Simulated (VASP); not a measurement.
Ag: single point with PBE

The system is Ag.

```xyz
1
Lattice="0.0000 2.0632 2.0736 2.0840 0.0000 2.0736 2.0840 2.0632 0.0000" Properties=species:S:1:pos:R:3 pbc="T T T"
Ag    0.0000    0.0000    0.0000
```

This cell differs from its parent crystal: strain +0.0050 x Voigt [1, -1, 0, 0, 0, 0].

| Quantity | Value |
| --- | --- |
| Program | VASP 6.6.1 |
| Task | single point |
| Functional | PBE |
| Potentials or basis | VASP PAW PBE potentials, release 64 (Ag) |
| Cutoff | 520 eV |
| k mesh | 24 × 24 × 24 |
| Occupations | gaussian, width 0.15 eV |
| Spin | no spin polarisation |

```json
{"Pressure": "0.0 GPa"}
```

Stress tensor (GPa, compression positive):
```
-0.23  0.00  0.00
 0.00  0.13  0.00
 0.00  0.00 -0.04
```

Levels at points of the mesh, in eV from the Fermi level:
```tsv
k point	band 1	band 2	band 3	band 4	band 5	band 6	band 7	band 8	band 9	band 10
(0.00, 0.00, 0.00)	-7.49	-4.73	-4.70	-4.67	-3.77	-3.72	15.87	19.13	19.18	19.24
(0.50, 0.00, 0.00)	-6.17	-4.74	-4.70	-3.02	-3.00	-0.33	3.31	15.09	17.26	17.46
(0.50, 0.50, 0.00)	-6.21	-6.08	-3.04	-2.84	-2.80	1.60	6.35	10.39	10.39	16.61
(0.50, 0.00, 0.50)	-6.21	-6.08	-3.04	-2.83	-2.81	1.68	6.47	10.30	10.30	16.52
(0.00, 0.50, 0.50)	-6.21	-6.09	-3.04	-2.83	-2.81	1.52	6.23	10.47	10.48	16.69
```

Run time: 16 min on 1 thread of AMD EPYC 7R13 (shared host), peak memory 0.48 GiB.

Caveat: the cell differs from its parent crystal (strain +0.0050 x Voigt [1, -1, 0, 0, 0, 0]).
